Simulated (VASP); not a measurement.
Here is a VASP 6.6.1 calculation.

INCAR

```
ALGO = Normal
EDIFF = 1E-6
ENCUT = 520
GGA = RP
ISIF = 2
ISMEAR = -1
LASPH = True
LCHARG = False
LREAL = False
LWAVE = False
NBANDS = 8
NELM = 100
PREC = Accurate
SIGMA = 0.1
```

File KPOINTS:

```
k-points
0
Gamma
  15 15 15
```

POSCAR

```
Al
1.0
   -1.6498689112      1.6498689112      1.6498689112
    1.6498689112     -1.6498689112      1.6498689112
    1.6498689112      1.6498689112     -1.6498689112
Al
1
Direct
    0.0000000000      0.0000000000      0.0000000000
```

Potentials or basis: VASP PAW PBE potentials, release 64 (Al).

Command:

```sh
$ cat potpaw_PBE.64/Al/POTCAR > POTCAR
$ mpirun -np 1 vasp_std > vasp.out
```

Problem. Predict the pressure.

Solution. -2.6 GPa.

Caveat: the PAW data sets were made with another functional, which shifts forces and pressure a little.
